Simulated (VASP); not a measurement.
# AgCl (I4mm) in VASP: further runs

Runs on AgCl. Level: r2SCAN. Tasks: single point.

All numbers are computed with VASP 6.6.1; they aren't measurements. Logs are shortened: lines on timing, memory, paths and dates and some standing lists are left out, and cuts for length are marked.

## Step 1: The cell of the first run

The structure is tetragonal, space group I4mm (No. 107). Conventional cell: a = 3.922 Å, b = 3.922 Å, c = 5.546 Å, α = 90.00°, β = 90.00°, γ = 90.00°. Ag (site symmetry 4mm) has 6 Cl at 2.71 to 2.84 Å within 3.6 Å. Cl (site symmetry 4mm) has 6 Ag at 2.71 to 2.84 Å within 3.6 Å.

## Step 2: Single point, r2SCAN

File POSCAR:

```
AgCl
1.0
    0.0000000000      2.7731500000      2.7731500000
    2.7731500000      0.0000000000      2.7731500000
    2.7731500000      2.7731500000      0.0000000000
Ag Cl
1 1
Direct
    0.4887312262      0.4887312262      0.5112687738
    0.0000000000      0.0000000000      0.0000000000
```

File INCAR.step1:

```
SYSTEM = AgCl
  ALGO = Normal
  EDIFF = 1E-4
  ENCUT = 520
  GGA = PE
  ISMEAR = 0
  LASPH = .True.
  LCHARG = .False.
  LREAL = .False.
  LWAVE = .True.
  NBANDS = 16
  NELM = 100
  PREC = Accurate
  SIGMA = 0.05
```

File INCAR.step2:

```
SYSTEM = AgCl
  ALGO = Normal
  EDIFF = 1E-7
  ENCUT = 520
  ISIF = 2
  ISMEAR = 0
  ISTART = 1
  LASPH = .True.
  LCHARG = .True.
  LELF = .True.
  LMIXTAU = .True.
  LREAL = .False.
  LVHAR = .True.
  LWAVE = .False.
  METAGGA = R2SCAN
  NBANDS = 16
  NELM = 100
  PREC = Accurate
  SIGMA = 0.05
```

File KPOINTS:

```
k-points
0
Gamma
  8 8 8
  0 0 0
```

Potentials or basis: VASP PAW PBE potentials, release 64 (Ag, Cl).

Started as:

```console
> cat potpaw_PBE.64/Ag/POTCAR potpaw_PBE.64/Cl/POTCAR > POTCAR
> cp INCAR.step1 INCAR
> mpirun -np 1 vasp_std > vasp.out
> cp INCAR.step2 INCAR
> mpirun -np 1 vasp_std > vasp.out
```

OUTCAR:

```text
SYSTEM = AgCl
   EDIFF = 1E-7
   ENCUT = 520
   ISIF = 2
   ISMEAR = 0
   ISTART = 1
   LASPH = .True.
   LREAL = .False.
   METAGGA = R2SCAN
   NELM = 100
   PREC = Accurate

 ion  position               nearest neighbor table
   1  0.489  0.489  0.511-   2 2.71   2 2.77   2 2.77   2 2.77   2 2.77   2 2.84
   2  0.000  0.000  0.000-   1 2.71   1 2.77   1 2.77   1 2.77   1 2.77   1 2.84

  LATTYP: Found a face centered cubic cell.
 ALAT       =     5.5463000000

  Lattice vectors:

 A1 = (   0.0000000000,   2.7731500000,   2.7731500000)
 A2 = (   2.7731500000,   0.0000000000,   2.7731500000)
 A3 = (   2.7731500000,   2.7731500000,   0.0000000000)

Analysis of symmetry for initial positions (statically):
=====================================================================
 Subroutine PRICEL returns:
 Original cell was already a primitive cell.

 Routine SETGRP: Setting up the symmetry group for a
 face centered cubic supercell.

 Subroutine GETGRP returns: Found  8 space group operations
 (whereof  8 operations were pure point group operations)
 out of a pool of 48 trial point group operations.

The static configuration has the point symmetry C_4v.

Analysis of symmetry for dynamics (positions and initial velocities):
=====================================================================
 Subroutine PRICEL returns:
 Original cell was already a primitive cell.

 Routine SETGRP: Setting up the symmetry group for a
 face centered cubic supercell.

 Subroutine GETGRP returns: Found  8 space group operations
 (whereof  8 operations were pure point group operations)
 out of a pool of 48 trial point group operations.

The dynamic configuration has the point symmetry C_4v.

 Subroutine INISYM returns: Found  8 space group operations
 (whereof  8 operations are pure point group operations),
 and found     1 'primitive' translations

----------------------------------------------------------------------------------------

                                     Primitive cell

  volume of cell :      42.6530

  direct lattice vectors                    reciprocal lattice vectors
     0.000000000  2.773150000  2.773150000    -0.180300380  0.180300380  0.180300380
     2.773150000  0.000000000  2.773150000     0.180300380 -0.180300380  0.180300380
     2.773150000  2.773150000  0.000000000     0.180300380  0.180300380 -0.180300380

  length of vectors
     3.921826340  3.921826340  3.921826340     0.312289420  0.312289420  0.312289420

  position of ions in fractional coordinates (direct lattice)
     0.488731226  0.488731226  0.511268774
     0.000000000  0.000000000  0.000000000

  ion indices of the primitive-cell ions
   primitive index   ion index
                 1           1
                 2           2

----------------------------------------------------------------------------------------

 KPOINTS: k-points

Automatic generation of k-mesh.
 Grid dimensions read from file:
 generate k-points for:    8    8    8

 Generating k-lattice:

  Cartesian coordinates                     Fractional coordinates (reciprocal lattice)
    -0.022537548  0.022537548  0.022537548     0.125000000  0.000000000  0.000000000
     0.022537548 -0.022537548  0.022537548     0.000000000  0.125000000  0.000000000
     0.022537548  0.022537548 -0.022537548     0.000000000  0.000000000  0.125000000

  Length of vectors
     0.039036177  0.039036177  0.039036177

  Shift w.r.t. Gamma in fractional coordinates (k-lattice)
     0.000000000  0.000000000  0.000000000

 Subroutine IBZKPT returns following result:
 ===========================================

 Found     59 irreducible k-points:

 Following reciprocal coordinates:
            Coordinates               Weight
  0.000000  0.000000  0.000000      1.000000
  0.125000  0.000000  0.000000      8.000000
  0.250000  0.000000  0.000000      8.000000
  0.375000  0.000000  0.000000      8.000000
  0.500000  0.000000  0.000000      4.000000
  0.125000  0.125000  0.000000      2.000000
[... 16 lines left out ...]
  0.000000  0.375000  0.250000     16.000000
  0.500000  0.250000  0.000000      8.000000
 [... further k-points ...]
   k-points           NKPTS =     59   k-points in BZ     NKDIM =     59   number of bands    NBANDS=     16
   number of dos      NEDOS =    301   number of ions     NIONS =      2
   total plane-waves  NPLWV =  27000
   dimension x,y,z NGX =    30 NGY =   30 NGZ =   30
   dimension x,y,z NGXF=    60 NGYF=   60 NGZF=   60
   ions per type =               1   1
   NGX,Y,Z   is equivalent  to a cutoff of  12.72, 12.72, 12.72 a.u.
   NGXF,Y,Z  is equivalent  to a cutoff of  25.43, 25.43, 25.43 a.u.
 SYSTEM =  AgCl
   PREC   = accura    normal or accurate (medium, high low for compatibility)
   ISTART =      1    job   : 0-new  1-cont  2-samecut
   ICHARG =      0    charge: 1-file 2-atom 10-const
   ISPIN  =      1    spin polarized calculation?
   LNONCOLLINEAR =      F non collinear calculations
   LSORBIT =      F    spin-orbit coupling
   LASPH  =      T    aspherical Exc in radial PAW
   ENCUT  =  520.0 eV  38.22 Ry    6.18 a.u.   7.29  7.29  7.29*2*pi/ulx,y,z
   NELM   =    100;   NELMIN=  2; NELMDL=  0     # of ELM steps
   EDIFF  = 0.1E-06   stopping-criterion for ELM
   LREAL  =      F    real-space projection
   EDIFFG = 0.1E-05   stopping-criterion for IOM
   NSW    =      0    number of steps for IOM
   IBRION =     -1    ionic relax: 0-MD 1-quasi-New 2-CG
   NFREE  =      0    steps in history (QN), initial steepest desc. (CG)
   ISIF   =      2    stress and relaxation
   ISYM   =      2    0-nonsym 1-usesym 2-fastsym
   POTIM  = 0.5000    time-step for ionic-motion
   TEBEG  =    0.0;   TEEND  =   0.0 temperature during run
   PSTRESS=    0.0 pullay stress
   NELECT =      18.0000    total number of electrons
   NUPDOWN=      -1.0000    fix difference up-down
   EMIN   =  10.00;   EMAX   =-10.00  energy-range for DOS
   EFERMI =   0.00;   METHOD = LEGACY
   ISMEAR =     0;   SIGMA  =   0.05  broadening in eV -4-tet -1-fermi 0-gaus
   EFERMI_NEDOS =   21; number of points for ismear=-14 and -15
   IALGO  =     38    algorithm
   IMIX   =      4    mixing-type and parameters
     AMIX     =   0.40;   BMIX     =  1.00
     AMIX_MAG =   1.60;   BMIX_MAG =  1.00
  volume/ion in A,a.u.               =      21.33       143.92
  Fermi-wavevector in a.u.,A,eV,Ry     =   1.227955  2.320498 20.515850  1.507872
  Thomas-Fermi vector in A             =   2.362898
   LORBIT       =      0    0 simple, 1 ext, 2 COOP (PROOUT), +10 PAW based schemes
   METAGGA = R2SCAN    functional components
   LHFCALC =     F    Hartree Fock is set to
   AEXX    =    0.0000 exact exchange contribution
   IVDW    =     0    specifies the selected vdW correction
   LEPSILON=     F    determine dielectric tensor
   LRPA    =     F    only Hartree local field effects (RPA)
 non-spin polarized calculation
 Gauss-broadening in eV      SIGMA  =   0.05
  energy-cutoff  :      520.00
  volume of cell :       42.65
 maximum number of plane-waves:      1174
 NGX is ok and might be reduce to    30
   NGX = 15   NGY = 15   NGZ = 15

 number of electron      18.0000001 magnetization

 Free energy of the ion-electron system (eV)
  ---------------------------------------------------
  ext. energy  EPLUGINS =         0.00000000
  ---------------------------------------------------
  free energy    TOTEN  =       -28.64069151 eV

  energy without entropy =      -28.64069151  energy(sigma->0) =      -28.64069151

 E-fermi :   3.7731     XC(G=0): -10.5074

 val. band max:        3.5335564675   @ k =   0.5000   0.0000   0.0000
 cond. band min:       4.9604307021   @ k =   0.0000   0.0000   0.0000
 fundamental gap:      1.4268742346
 Fermi energy:         3.7730526117

 k-point     1 :       0.0000    0.0000    0.0000
  band No.  band energies     occupation
      1     -12.2789      2.00000
      2       0.8758      2.00000
      3       0.9622      2.00000
      4       0.9622      2.00000
      5       1.1047      2.00000
      6       1.1557      2.00000
[... 8 lines left out ...]
     15      17.6193      0.00000
     16      17.7644      0.00000

 k-point     2 :       0.1250    0.0000    0.0000
  band No.  band energies     occupation
      1     -12.2195      2.00000
      2       0.2289      2.00000
      3       0.3613      2.00000
      4       0.4177      2.00000
      5       1.1558      2.00000
      6       1.1567      2.00000
[... 8 lines left out ...]
     15      16.2593      0.00000
     16      16.9021      0.00000

 k-point     3 :       0.2500    0.0000    0.0000
  band No.  band energies     occupation
      1     -12.0702      2.00000
      2      -0.7342      2.00000
      3      -0.2252      2.00000
      4      -0.2252      2.00000
      5       1.2802      2.00000
      6       1.2803      2.00000
[... 8 lines left out ...]
     15      16.4204      0.00000
     16      16.7600      0.00000

 k-point     4 :       0.3750    0.0000    0.0000
  band No.  band energies     occupation
      1     -11.9120      2.00000
      2      -1.5105      2.00000
      3      -0.6066      2.00000
      4      -0.6012      2.00000
      5       1.4091      2.00000
      6       1.4095      2.00000
[... 8 lines left out ...]
     15      17.3169      0.00000
     16      17.3177      0.00000

 k-point     5 :       0.5000    0.0000    0.0000
  band No.  band energies     occupation
      1     -11.8436      2.00000
      2      -1.7981      2.00000
      3      -0.7365      2.00000
      4      -0.7303      2.00000
      5       1.4639      2.00000
      6       1.4645      2.00000
[... 8 lines left out ...]
     15      17.9299      0.00000
     16      17.9345      0.00000

 k-point     6 :       0.1250    0.1250    0.0000
  band No.  band energies     occupation
      1     -12.2018      2.00000
      2      -0.2080      2.00000
      3       0.6389      2.00000
      4       0.6389      2.00000
      5       1.0570      2.00000
      6       1.1825      2.00000
[... 8 lines left out ...]
     15      18.0627      0.00000
     16      18.1440      0.00000

 k-point     7 :       0.0000    0.1250    0.1250
  band No.  band energies     occupation
      1     -12.2019      2.00000
      2      -0.1929      2.00000
      3       0.6198      2.00000
      4       0.6311      2.00000
      5       1.0660      2.00000
      6       1.1773      2.00000
[... 8 lines left out ...]
     15      18.0631      0.00000
     16      18.1013      0.00000

 k-point     8 :       0.2500    0.1250    0.0000
  band No.  band energies     occupation
      1     -12.0881      2.00000
      2      -0.7779      2.00000
      3       0.0883      2.00000
      4       0.1575      2.00000
      5       1.1210      2.00000
      6       1.3028      2.00000
[... 8 lines left out ...]
     15      17.6550      0.00000
     16      18.2415      0.00000

 k-point     9 :       0.0000    0.2500    0.1250
  band No.  band energies     occupation
      1     -12.0882      2.00000
      2      -0.7660      2.00000
      3       0.0567      2.00000
      4       0.1762      2.00000
      5       1.1190      2.00000
      6       1.3018      2.00000
[... 8 lines left out ...]
     15      17.6487      0.00000
     16      18.2340      0.00000
[... 172 lines left out ...]
 k-point    19 :       0.0000   -0.1250    0.1250
  band No.  band energies     occupation
      1     -12.1321      2.00000
      2      -0.4393      2.00000
      3      -0.1392      2.00000
      4       0.3595      2.00000
      5       1.1831      2.00000
      6       1.2801      2.00000
[... 8 lines left out ...]
     15      17.0965      0.00000
     16      17.9678      0.00000

 k-point    20 :       0.2500    0.2500    0.0000
  band No.  band energies     occupation
      1     -12.0290      2.00000
      2      -1.0428      2.00000
      3       0.3825      2.00000
      4       0.3825      2.00000
      5       0.9425      2.00000
      6       1.2476      2.00000
[... 8 lines left out ...]
     15      18.6283      0.00000
     16      20.5164      0.00000

 k-point    21 :       0.0000    0.2500    0.2500
  band No.  band energies     occupation
      1     -12.0292      2.00000
      2      -1.0305      2.00000
      3       0.3600      2.00000
      4       0.3656      2.00000
      5       0.9595      2.00000
      6       1.2522      2.00000
[... 8 lines left out ...]
     15      18.6201      0.00000
     16      20.5149      0.00000

 k-point    22 :       0.3750    0.2500    0.0000
  band No.  band energies     occupation
      1     -11.9251      2.00000
      2      -1.1951      2.00000
      3      -0.0623      2.00000
      4       0.0435      2.00000
      5       1.0433      2.00000
      6       1.4343      2.00000
[... 8 lines left out ...]
     15      18.8475      0.00000
     16      20.0092      0.00000

 k-point    23 :       0.0000    0.3750    0.2500
  band No.  band energies     occupation
      1     -11.9252      2.00000
      2      -1.1856      2.00000
      3      -0.0961      2.00000
      4       0.0574      2.00000
      5       1.0431      2.00000
      6       1.4348      2.00000
[... 8 lines left out ...]
     15      18.8451      0.00000
     16      20.0012      0.00000

 k-point    24 :       0.5000    0.2500    0.0000
  band No.  band energies     occupation
      1     -11.8360      2.00000
      2      -1.2093      2.00000
      3      -0.6007      2.00000
      4      -0.3679      2.00000
      5       1.2352      2.00000
      6       1.5127      2.00000
[... 8 lines left out ...]
     15      18.5180      0.00000
     16      19.5164      0.00000

 [... further k-points ...]

------------------------ aborting loop because EDIFF is reached ----------------------------------------

  FORCE on cell =-STRESS in cart. coord.  units (eV):
  Direction    XX          YY          ZZ          XY          YZ          ZX
  --------------------------------------------------------------------------------------
  -------------------------------------------------------------------------------------
  Total       -0.0292855     -0.0292855      0.0228410      0.0000000     -0.0000000     -0.0000000
  in kB       -1.1000533     -1.1000533      0.8579761      0.0000000     -0.0000000     -0.0000000
  external PRESSURE =      -0.4473768 kB  Pullay stress =       0.0000000 kB

 VOLUME and BASIS-vectors are now :
 -----------------------------------------------------------------------------
  energy-cutoff  :      520.00
  volume of cell :       42.65
      direct lattice vectors                 reciprocal lattice vectors
     0.000000000  2.773150000  2.773150000    -0.180300380  0.180300380  0.180300380
     2.773150000  0.000000000  2.773150000     0.180300380 -0.180300380  0.180300380
     2.773150000  2.773150000  0.000000000     0.180300380  0.180300380 -0.180300380

 POSITION                                       TOTAL-FORCE (eV/Angst)
 -----------------------------------------------------------------------------------
      2.77315      2.77315      2.71065         0.000000      0.000000      0.082329
      0.00000      0.00000      0.00000         0.000000      0.000000     -0.082329
 -----------------------------------------------------------------------------------
    total drift:                               -0.000002     -0.000002      0.000883

  FREE ENERGIE OF THE ION-ELECTRON SYSTEM (eV)
  ---------------------------------------------------
  free  energy   TOTEN  =       -28.6406915124 eV

  energy  without entropy=      -28.6406915124  energy(sigma->0) =      -28.64069151
```

It took 85 s on 1 thread of AMD EPYC 9R45 (Zen 5), shared host; peak memory 0.17 GiB.

Results:

| Quantity | Value |
| --- | --- |
| Free energy | -28.6407 eV |
| Pressure | 0.0 GPa |
| Largest force | 0.082 eV/Å |
| Band gap on the k mesh | 1.43 eV (least direct gap 3.59 eV) |

Forces in eV/Å, atoms in the order of the input:
```
Ag   0.000  0.000  0.082
Cl   0.000  0.000 -0.082
```

Caveat: the cell differs from its parent crystal (all Ag atoms moved +0.062 Å, as atom 1 towards its neighbour atom 2 (Cl) at 2.773 Å); the PAW data sets were made with another functional, which shifts forces and pressure a little. A k mesh can miss the band edges.

(Part 1 of 2 ends here.)
